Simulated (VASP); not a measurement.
# CdSe (rocksalt type) (Fm-3m) in VASP: a series of runs

The runs below take CdSe (rocksalt type) through single point, with PBE.

All numbers are computed with VASP 6.6.1; they aren't measurements. Logs are shortened: lines on timing, memory, paths and dates and some standing lists are left out, and cuts for length are marked.

### Step 1. The cell of the first run

The structure is cubic, space group Fm-3m (No. 225). Conventional cell: a = 4.702 Å, b = 4.702 Å, c = 4.702 Å, α = 90.00°, β = 90.00°, γ = 90.00°. Cd (site symmetry m-3m) has 6 Se at 2.35 Å within 3.1 Å. Within 3.1 Å of Se (site symmetry m-3m) lie 6 Cd at 2.35 Å.

### Step 2. Single point, PBE (12.99 Å³/atom)

File INCAR:

```
SYSTEM = CdSe
PREC     = Accurate       ! precision mode
ENCUT    = 500            ! plane-wave cutoff, eV
EDIFF    = 1E-6           ! SCF threshold, eV
ISMEAR   = -1             ! smearing method
SIGMA    = 0.08           ! smearing width, eV
LREAL    = .False.        ! projectors in reciprocal space
LASPH    = .True.         ! aspherical terms in the spheres
NELM     = 120            ! most SCF steps
ALGO     = Normal         ! electronic algorithm
ISIF     = 2              ! what is computed and relaxed
LWAVE    = .False.        ! write WAVECAR
LCHARG   = .False.        ! write CHGCAR
GGA      = PE             ! functional
NBANDS   = 16             ! bands
GGA_COMPAT= .False.
```

File KPOINTS:

```
regular mesh
0
Gamma
  14 14 14
  0 0 0
```

File POSCAR:

```
CdSe
1.0
    0.0000000000      2.3508568196      2.3508568196
    2.3508568196      0.0000000000      2.3508568196
    2.3508568196      2.3508568196      0.0000000000
Cd Se
1 1
Direct
    0.0000000000      0.0000000000      0.0000000000
    0.5000000000      0.5000000000      0.5000000000
```

Potentials or basis: VASP PAW PBE potentials, release 64 (Cd, Se).

Command:

```sh
cat potpaw_PBE.64/Cd/POTCAR potpaw_PBE.64/Se/POTCAR > POTCAR
mpirun -np 1 vasp_std > vasp.out
```

OUTCAR:

```text
SYSTEM = CdSe
   PREC = Accurate
   ENCUT = 500
   EDIFF = 1E-6
   ISMEAR = -1
   LREAL = .False.
   LASPH = .True.
   NELM = 120
   ISIF = 2
   GGA = PE

 ion  position               nearest neighbor table
   1  0.000  0.000  0.000-   2 2.35   2 2.35   2 2.35   2 2.35   2 2.35   2 2.35
   2  0.500  0.500  0.500-   1 2.35   1 2.35   1 2.35   1 2.35   1 2.35   1 2.35

  LATTYP: Found a face centered cubic cell.
 ALAT       =     4.7017136392

  Lattice vectors:

 A1 = (   0.0000000000,   2.3508568196,   2.3508568196)
 A2 = (   2.3508568196,   0.0000000000,   2.3508568196)
 A3 = (   2.3508568196,   2.3508568196,   0.0000000000)

Analysis of symmetry for initial positions (statically):
=====================================================================
 Subroutine PRICEL returns:
 Original cell was already a primitive cell.

 Routine SETGRP: Setting up the symmetry group for a
 face centered cubic supercell.

 Subroutine GETGRP returns: Found 48 space group operations
 (whereof 48 operations were pure point group operations)
 out of a pool of 48 trial point group operations.

The static configuration has the point symmetry O_h .

Analysis of symmetry for dynamics (positions and initial velocities):
=====================================================================
 Subroutine PRICEL returns:
 Original cell was already a primitive cell.

 Routine SETGRP: Setting up the symmetry group for a
 face centered cubic supercell.

 Subroutine GETGRP returns: Found 48 space group operations
 (whereof 48 operations were pure point group operations)
 out of a pool of 48 trial point group operations.

The dynamic configuration has the point symmetry O_h .

 Subroutine INISYM returns: Found 48 space group operations
 (whereof 48 operations are pure point group operations),
 and found     1 'primitive' translations

----------------------------------------------------------------------------------------

                                     Primitive cell

  volume of cell :      25.9842

  direct lattice vectors                    reciprocal lattice vectors
     0.000000000  2.350856820  2.350856820    -0.212688410  0.212688410  0.212688410
     2.350856820  0.000000000  2.350856820     0.212688410 -0.212688410  0.212688410
     2.350856820  2.350856820  0.000000000     0.212688410  0.212688410 -0.212688410

  length of vectors
     3.324613597  3.324613597  3.324613597     0.368387133  0.368387133  0.368387133

  position of ions in fractional coordinates (direct lattice)
     0.000000000  0.000000000  0.000000000
     0.500000000  0.500000000  0.500000000

  ion indices of the primitive-cell ions
   primitive index   ion index
                 1           1
                 2           2

----------------------------------------------------------------------------------------

 KPOINTS: regular mesh

Automatic generation of k-mesh.
 Grid dimensions read from file:
 generate k-points for:   14   14   14

 Generating k-lattice:

  Cartesian coordinates                     Fractional coordinates (reciprocal lattice)
    -0.015192029  0.015192029  0.015192029     0.071428571  0.000000000  0.000000000
     0.015192029 -0.015192029  0.015192029     0.000000000  0.071428571  0.000000000
     0.015192029  0.015192029 -0.015192029     0.000000000  0.000000000  0.071428571

  Length of vectors
     0.026313367  0.026313367  0.026313367

  Shift w.r.t. Gamma in fractional coordinates (k-lattice)
     0.000000000  0.000000000  0.000000000

 Subroutine IBZKPT returns following result:
 ===========================================

 Found    104 irreducible k-points:

 Following reciprocal coordinates:
            Coordinates               Weight
  0.000000  0.000000  0.000000      1.000000
  0.071429  0.000000  0.000000      8.000000
  0.142857  0.000000  0.000000      8.000000
  0.214286  0.000000  0.000000      8.000000
  0.285714  0.000000  0.000000      8.000000
  0.357143  0.000000  0.000000      8.000000
[... 16 lines left out ...]
  0.214286  0.142857  0.000000     24.000000
  0.285714  0.142857  0.000000     24.000000
 [... further k-points ...]
   k-points           NKPTS =    104   k-points in BZ     NKDIM =    104   number of bands    NBANDS=     16
   number of dos      NEDOS =    301   number of ions     NIONS =      2
   total plane-waves  NPLWV =  13824
   dimension x,y,z NGX =    24 NGY =   24 NGZ =   24
   dimension x,y,z NGXF=    48 NGYF=   48 NGZF=   48
   ions per type =               1   1
   NGX,Y,Z   is equivalent  to a cutoff of  12.00, 12.00, 12.00 a.u.
   NGXF,Y,Z  is equivalent  to a cutoff of  24.00, 24.00, 24.00 a.u.
 SYSTEM =  CdSe
   PREC   = accura    normal or accurate (medium, high low for compatibility)
   ISTART =      0    job   : 0-new  1-cont  2-samecut
   ICHARG =      2    charge: 1-file 2-atom 10-const
   ISPIN  =      1    spin polarized calculation?
   LNONCOLLINEAR =      F non collinear calculations
   LSORBIT =      F    spin-orbit coupling
   LASPH  =      T    aspherical Exc in radial PAW
   ENCUT  =  500.0 eV  36.75 Ry    6.06 a.u.   6.06  6.06  6.06*2*pi/ulx,y,z
   NELM   =    120;   NELMIN=  2; NELMDL= -5     # of ELM steps
   EDIFF  = 0.1E-05   stopping-criterion for ELM
   LREAL  =      F    real-space projection
   EDIFFG = 0.1E-04   stopping-criterion for IOM
   NSW    =      0    number of steps for IOM
   IBRION =     -1    ionic relax: 0-MD 1-quasi-New 2-CG
   NFREE  =      0    steps in history (QN), initial steepest desc. (CG)
   ISIF   =      2    stress and relaxation
   ISYM   =      2    0-nonsym 1-usesym 2-fastsym
   POTIM  = 0.5000    time-step for ionic-motion
   TEBEG  =    0.0;   TEEND  =   0.0 temperature during run
   PSTRESS=    0.0 pullay stress
   NELECT =      18.0000    total number of electrons
   NUPDOWN=      -1.0000    fix difference up-down
   EMIN   =  10.00;   EMAX   =-10.00  energy-range for DOS
   EFERMI =   0.00;   METHOD = LEGACY
   ISMEAR =    -1;   SIGMA  =   0.08  broadening in eV -4-tet -1-fermi 0-gaus
   EFERMI_NEDOS =   21; number of points for ismear=-14 and -15
   IALGO  =     38    algorithm
   IMIX   =      4    mixing-type and parameters
     AMIX     =   0.40;   BMIX     =  1.00
     AMIX_MAG =   1.60;   BMIX_MAG =  1.00
  volume/ion in A,a.u.               =      12.99        87.67
  Fermi-wavevector in a.u.,A,eV,Ry     =   1.448537  2.737337 28.548539  2.098258
  Thomas-Fermi vector in A             =   2.566366
   LORBIT       =      0    0 simple, 1 ext, 2 COOP (PROOUT), +10 PAW based schemes
   GGA     = PE    functional components
   LHFCALC =     F    Hartree Fock is set to
   AEXX    =    0.0000 exact exchange contribution
   IVDW    =     0    specifies the selected vdW correction
   LEPSILON=     F    determine dielectric tensor
   LRPA    =     F    only Hartree local field effects (RPA)
 non-spin polarized calculation
  energy-cutoff  :      500.00
  volume of cell :       25.98
 maximum number of plane-waves:       673
   NGX = 13   NGY = 13   NGZ = 13

 number of electron      17.9999992 magnetization

 Free energy of the ion-electron system (eV)
  ---------------------------------------------------
  ext. energy  EPLUGINS =         0.00000000
  ---------------------------------------------------
  free energy    TOTEN  =         0.59602843 eV

  energy without entropy =        0.60386458  energy(sigma->0) =        0.59994650

 E-fermi :  10.1587     XC(G=0): -13.1871

 val. band max:       10.1491038118   @ k =  -0.4286   0.0714   0.0000
 cond. band min:      10.1618648061   @ k =  -0.2857   0.1429   0.0000
 fundamental gap:      0.0127609943
 Fermi energy:        10.1587270551

 k-point     1 :       0.0000    0.0000    0.0000
  band No.  band energies     occupation
      1      -8.9913      2.00000
      2      -0.9922      2.00000
      3      -0.9922      2.00000
      4      -0.9922      2.00000
      5      -0.9611      2.00000
      6      -0.9611      2.00000
[... 8 lines left out ...]
     15      22.9594      0.00000
     16      22.9594      0.00000

 k-point     2 :       0.0714    0.0000    0.0000
  band No.  band energies     occupation
      1      -8.8963      2.00000
      2      -1.0291      2.00000
      3      -1.0291      2.00000
      4      -1.0228      2.00000
      5      -0.9541      2.00000
      6      -0.9541      2.00000
[... 8 lines left out ...]
     15      21.9351      0.00000
     16      21.9351      0.00000

 k-point     3 :       0.1429    0.0000    0.0000
  band No.  band energies     occupation
      1      -8.6155      2.00000
      2      -1.1944      2.00000
      3      -1.1944      2.00000
      4      -1.1196      2.00000
      5      -0.8647      2.00000
      6      -0.8647      2.00000
[... 8 lines left out ...]
     15      21.0343      0.00000
     16      21.0343      0.00000

 k-point     4 :       0.2143    0.0000    0.0000
  band No.  band energies     occupation
      1      -8.1622      2.00000
      2      -1.4198      2.00000
      3      -1.4198      2.00000
      4      -1.3003      2.00000
      5      -0.7305      2.00000
      6      -0.7305      2.00000
[... 8 lines left out ...]
     15      21.0990      0.00000
     16      21.0990      0.00000
[... 324 lines left out ...]
 k-point    22 :       0.1429    0.1429    0.0000
  band No.  band energies     occupation
      1      -8.5098      2.00000
      2      -1.4569      2.00000
      3      -1.1146      2.00000
      4      -0.9018      2.00000
      5      -0.9018      2.00000
      6      -0.8957      2.00000
[... 8 lines left out ...]
     15      22.1661      0.00000
     16      24.6722      0.00000

 k-point    23 :       0.2143    0.1429    0.0000
  band No.  band energies     occupation
      1      -8.2027      2.00000
      2      -1.6672      2.00000
      3      -1.1940      2.00000
      4      -1.0237      2.00000
      5      -0.8270      2.00000
      6      -0.7285      2.00000
[... 8 lines left out ...]
     15      23.0511      0.00000
     16      23.9432      0.00000

 k-point    24 :       0.2857    0.1429    0.0000
  band No.  band energies     occupation
      1      -7.7518      2.00000
      2      -1.8764      2.00000
      3      -1.3153      2.00000
      4      -1.2182      2.00000
      5      -0.7072      2.00000
      6      -0.5526      2.00000
[... 8 lines left out ...]
     15      23.3348      0.00000
     16      23.8484      0.00000

 [... further k-points ...]

------------------------ aborting loop because EDIFF is reached ----------------------------------------

  FORCE on cell =-STRESS in cart. coord.  units (eV):
  Direction    XX          YY          ZZ          XY          YZ          ZX
  --------------------------------------------------------------------------------------
  -------------------------------------------------------------------------------------
  Total       25.0336693     25.0336693     25.0336693     -0.0000000     -0.0000000     -0.0000000
  in kB     1543.5708200   1543.5708200   1543.5708200     -0.0000000     -0.0000000     -0.0000000
  external PRESSURE =    1543.5708200 kB  Pullay stress =       0.0000000 kB

 VOLUME and BASIS-vectors are now :
 -----------------------------------------------------------------------------
  energy-cutoff  :      500.00
  volume of cell :       25.98
      direct lattice vectors                 reciprocal lattice vectors
     0.000000000  2.350856820  2.350856820    -0.212688410  0.212688410  0.212688410
     2.350856820  0.000000000  2.350856820     0.212688410 -0.212688410  0.212688410
     2.350856820  2.350856820  0.000000000     0.212688410  0.212688410 -0.212688410

 POSITION                                       TOTAL-FORCE (eV/Angst)
 -----------------------------------------------------------------------------------
      0.00000      0.00000      0.00000         0.000000      0.000000     -0.000000
      2.35086      2.35086      2.35086        -0.000000      0.000000      0.000000
 -----------------------------------------------------------------------------------
    total drift:                                0.000000     -0.000000     -0.000000

  FREE ENERGIE OF THE ION-ELECTRON SYSTEM (eV)
  ---------------------------------------------------
  free  energy   TOTEN  =         0.5960284255 eV

  energy  without entropy=        0.6038645752  energy(sigma->0) =        0.59994650
```

Run time: 21 s. Hardware: 1 thread of Intel Xeon Platinum 8259CL at 2.50GHz (Skylake/Cascade Lake), shared host; peak memory 0.17 GiB.

Results:

* Free energy: 0.5960 eV
* Pressure: 154.4 GPa
* Band gap on the k mesh: zero (bands 9 and 10 overlap by 1.06 eV)

Caveat: the cell stands under pressure.

### Step 3. Single point, PBE (15.35 Å³/atom)

This run uses another cell than the first one, of 15.35 Å³/atom.

File INCAR:

```
SYSTEM = CdSe
PREC = Accurate
ENCUT = 500
EDIFF = 1E-6
ISMEAR = -1
SIGMA = 0.08
LREAL = .FALSE.
LASPH = .TRUE.
NELM = 120
ALGO = Normal
ISIF = 2
LWAVE = .FALSE.
LCHARG = .FALSE.
GGA = PE
NBANDS = 16
GGA_COMPAT = .FALSE.
```

File KPOINTS:

```
regular mesh
0
G
  14 14 14
  0 0 0
```

File POSCAR:

```
CdSe
1.0
    0.0000000000      2.4854769200      2.4854769200
    2.4854769200      0.0000000000      2.4854769200
    2.4854769200      2.4854769200      0.0000000000
Cd Se
1 1
Direct
    0.0000000000      0.0000000000      0.0000000000
    0.5000000000      0.5000000000      0.5000000000
```

Potentials or basis: VASP PAW PBE potentials, release 64 (Cd, Se).

Command:

```sh
cat potpaw_PBE.64/Cd/POTCAR potpaw_PBE.64/Se/POTCAR > POTCAR
mpirun -np 1 vasp_std > vasp.out
```

OUTCAR:

```text
SYSTEM = CdSe
   PREC = Accurate
   ENCUT = 500
   EDIFF = 1E-6
   ISMEAR = -1
   LREAL = .FALSE.
   LASPH = .TRUE.
   NELM = 120
   ISIF = 2
   GGA = PE

 ion  position               nearest neighbor table
   1  0.000  0.000  0.000-   2 2.49   2 2.49   2 2.49   2 2.49   2 2.49   2 2.49
   2  0.500  0.500  0.500-   1 2.49   1 2.49   1 2.49   1 2.49   1 2.49   1 2.49

  LATTYP: Found a face centered cubic cell.
 ALAT       =     4.9709538400

  Lattice vectors:

 A1 = (   0.0000000000,   2.4854769200,   2.4854769200)
 A2 = (   2.4854769200,   0.0000000000,   2.4854769200)
 A3 = (   2.4854769200,   2.4854769200,   0.0000000000)

Analysis of symmetry for initial positions (statically):
=====================================================================
 Subroutine PRICEL returns:
 Original cell was already a primitive cell.

 Routine SETGRP: Setting up the symmetry group for a
 face centered cubic supercell.

 Subroutine GETGRP returns: Found 48 space group operations
 (whereof 48 operations were pure point group operations)
 out of a pool of 48 trial point group operations.

The static configuration has the point symmetry O_h .
[... 160 lines left out ...]

 E-fermi :   7.4195     XC(G=0): -12.2423

 val. band max:        7.4121013190   @ k =  -0.3571   0.0714   0.0000
 cond. band min:       7.4391392579   @ k =   0.5000   0.0000   0.0000
 fundamental gap:      0.0270379390
 Fermi energy:         7.4194784153

 k-point     1 :       0.0000    0.0000    0.0000
  band No.  band energies     occupation
      1      -9.4570      2.00000
      2      -2.3633      2.00000
      3      -2.3633      2.00000
      4      -2.3569      2.00000
      5      -2.3569      2.00000
      6      -2.3569      2.00000
[... 433 lines left out ...]
      3      -2.5555      2.00000
      4      -2.5269      2.00000
      5      -2.1620      2.00000
      6      -2.0647      2.00000
[... 8 lines left out ...]
     15      20.2272      0.00000
     16      20.4876      0.00000

 [... further k-points ...]

------------------------ aborting loop because EDIFF is reached ----------------------------------------

  FORCE on cell =-STRESS in cart. coord.  units (eV):
  Direction    XX          YY          ZZ          XY          YZ          ZX
  --------------------------------------------------------------------------------------
  -------------------------------------------------------------------------------------
  Total       14.3318675     14.3318675     14.3318675     -0.0000000      0.0000000      0.0000000
  in kB      747.7461173    747.7461173    747.7461173     -0.0000000      0.0000000      0.0000000
  external PRESSURE =     747.7461173 kB  Pullay stress =       0.0000000 kB

 VOLUME and BASIS-vectors are now :
 -----------------------------------------------------------------------------
  energy-cutoff  :      500.00
  volume of cell :       30.71
      direct lattice vectors                 reciprocal lattice vectors
     0.000000000  2.485476920  2.485476920    -0.201168635  0.201168635  0.201168635
     2.485476920  0.000000000  2.485476920     0.201168635 -0.201168635  0.201168635
     2.485476920  2.485476920  0.000000000     0.201168635  0.201168635 -0.201168635

 POSITION                                       TOTAL-FORCE (eV/Angst)
 -----------------------------------------------------------------------------------
      0.00000      0.00000      0.00000         0.000000      0.000000      0.000000
      2.48548      2.48548      2.48548         0.000000     -0.000000      0.000000
 -----------------------------------------------------------------------------------
    total drift:                               -0.000000      0.000000      0.000000

  FREE ENERGIE OF THE ION-ELECTRON SYSTEM (eV)
  ---------------------------------------------------
  free  energy   TOTEN  =        -2.6373537194 eV

  energy  without entropy=       -2.6297530842  energy(sigma->0) =       -2.63355340
```

OSZICAR:

```text
N       E                     dE             d eps       ncg     rms          rms(c)
DAV:   1     0.109199166050E+03    0.10920E+03   -0.95297E+03  3512   0.108E+03
DAV:   2    -0.187273331295E+00   -0.10939E+03   -0.10335E+03  4120   0.266E+02
DAV:   3    -0.306983449219E+01   -0.28826E+01   -0.28791E+01  3976   0.447E+01
DAV:   4    -0.307548247338E+01   -0.56480E-02   -0.56478E-02  4208   0.204E+00
DAV:   5    -0.307549790300E+01   -0.15430E-04   -0.15429E-04  3976   0.969E-02    0.161E+01
DAV:   6    -0.268301330084E+01    0.39248E+00   -0.48486E-01  4696   0.120E+01    0.114E+01
DAV:   7    -0.264029165738E+01    0.42722E-01   -0.24425E-01  4032   0.412E+00    0.293E+00
DAV:   8    -0.263779050398E+01    0.25012E-02   -0.33402E-02  3688   0.264E+00    0.402E-01
DAV:   9    -0.263734813042E+01    0.44237E-03   -0.36293E-03  4192   0.738E-01    0.875E-02
DAV:  10    -0.263734770299E+01    0.42743E-06   -0.12781E-04  3936   0.193E-01    0.287E-02
DAV:  11    -0.263735348084E+01   -0.57778E-05   -0.10387E-05  3816   0.300E-02    0.643E-03
DAV:  12    -0.263735371943E+01   -0.23859E-06   -0.65266E-07  2840   0.112E-02
   1 F= -.26373537E+01 E0= -.26335534E+01  d E =-.760064E-02
```

stdout:

```text
POSCAR found type information on POSCAR CdSe
 POSCAR found :  2 types and       2 ions
 scaLAPACK will be used
 LDA part: xc-table for (Slater+PW92), standard interpolation
 POSCAR, INCAR and KPOINTS ok, starting setup
 FFT: planning ... GRIDC
 FFT: planning ... GRID_SOFT
 FFT: planning ... GRID
 WAVECAR not read
 entering main loop
```

Wall time 54 s (1 thread of Intel Xeon Platinum 8259CL at 2.50GHz (Skylake/Cascade Lake), shared host); peak memory 0.19 GiB.

Results:

| Quantity | Value |
| --- | --- |
| Free energy | -2.6374 eV |
| Pressure | 74.8 GPa |
| Band gap on the k mesh | zero (bands 9 and 10 overlap by 0.82 eV) |

Caveat: the cell stands under pressure.

(Part 1 of 2 ends here.)
